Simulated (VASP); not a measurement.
Input of a VASP 6.6.1 run:

Contents of INCAR:

```
SYSTEM = Zr
ALGO     = Normal         ! electronic algorithm
EDIFF    = 1E-7           ! SCF threshold, eV
ENCUT    = 520            ! plane-wave cutoff, eV
GGA      = RE             ! functional
ISIF     = 2              ! what is computed and relaxed
ISMEAR   = -1             ! smearing method
LASPH    = .True.         ! aspherical terms in the spheres
LCHARG   = .True.         ! write CHGCAR
LELF     = .True.         ! ELF
LREAL    = .False.        ! projectors in reciprocal space
LVHAR    = .True.       
LWAVE    = .False.        ! write WAVECAR
NBANDS   = 32             ! bands
NELM     = 80             ! most SCF steps
PREC     = Accurate       ! precision mode
SIGMA    = 0.1            ! smearing width, eV
```

KPOINTS

```
k-points
0
Gamma
  13 13 4
  0 0 0
```

POSCAR

```
Zr
1.0
    3.3667569178      0.0000000000      0.0000000000
   -1.6833784589      2.9156970192      0.0000000000
    0.0000000000      0.0000000000     10.8851441817
Zr
4
Direct
    1.0000000000      1.0000000000      0.0000000000
    0.0000000000      0.0000000000      0.5000000000
    0.3333333333      0.6666666667      0.2500000000
    0.6666666667      0.3333333333      0.7500000000
```

Potentials or basis: VASP PAW PBE potentials, release 64 (Zr_sv).

The run is started by

```bash
$ cat potpaw_PBE.64/Zr_sv/POTCAR > POTCAR
$ mpirun -np 1 vasp_std > vasp.out
```

Estimate the pressure.

-8.2 GPa.

Estimate the band gap on the k mesh.

zero (band 24 reaches 8.31 eV, above the bottom of band 25 at 7.07 eV).

Stress tensor (GPa, compression positive):
```
-8.03  0.00  0.00
 0.00 -8.03  0.00
 0.00  0.00 -8.50
```

Caveat: the PAW data sets were made with another functional, which shifts forces and pressure a little.
